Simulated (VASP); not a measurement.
Set up this calculation in VASP 6.6.1, as the native input.

| Quantity | Value |
| --- | --- |
| Task | single point |
| Functional | PBE |
| Potentials or basis | VASP PAW PBE potentials, release 64 (B, N) |
| Cutoff | 600 eV |
| k mesh | 12 × 12 × 12 |
| Occupations | gaussian, width 0.02 eV |
| Spin | no spin polarisation |
| Dipole correction | no |
| Further INCAR settings | ALGO = Normal; EDIFF = 1e-06; NBANDS = 11 |

The structure of BN (t.b) lies in POSCAR:

```
BN
1.0
    0.0000000000      1.8120264365      1.8120264365
    1.8120264365      0.0000000000      1.8120264365
    1.8120264365      1.8120264365      0.0000000000
B N
1 1
Direct
    0.0000000000      0.0000000000      0.0000000000
    0.2500000000      0.2500000000      0.2500000000
```

The input as run:

INCAR

```
SYSTEM = BN
  PREC = Accurate
  ENCUT = 600
  EDIFF = 1E-6
  ISMEAR = 0
  SIGMA = 0.02
  LREAL = .FALSE.
  LASPH = .TRUE.
  NELM = 120
  ALGO = Normal
  ISIF = 2
  LWAVE = .FALSE.
  LCHARG = .FALSE.
  GGA = PE
  NBANDS = 11
  GGA_COMPAT = .FALSE.
```

KPOINTS

```
regular mesh
0
G
  12 12 12
  0 0 0
```

Potentials or basis: VASP PAW PBE potentials, release 64 (B, N).

Command:

```sh
$ cat potpaw_PBE.64/B/POTCAR potpaw_PBE.64/N/POTCAR > POTCAR
$ mpirun -np 1 vasp_std > vasp.out
```

It gave:

The pressure is 0.2 GPa and the band gap on the k mesh is 4.45 eV, indirect (least direct gap 8.78 eV).

Wall time 4.2 s on 1 thread of Intel(R) Xeon(R) 6975P-C (Granite Rapids), with other jobs on the host, peak memory 0.12 GiB.
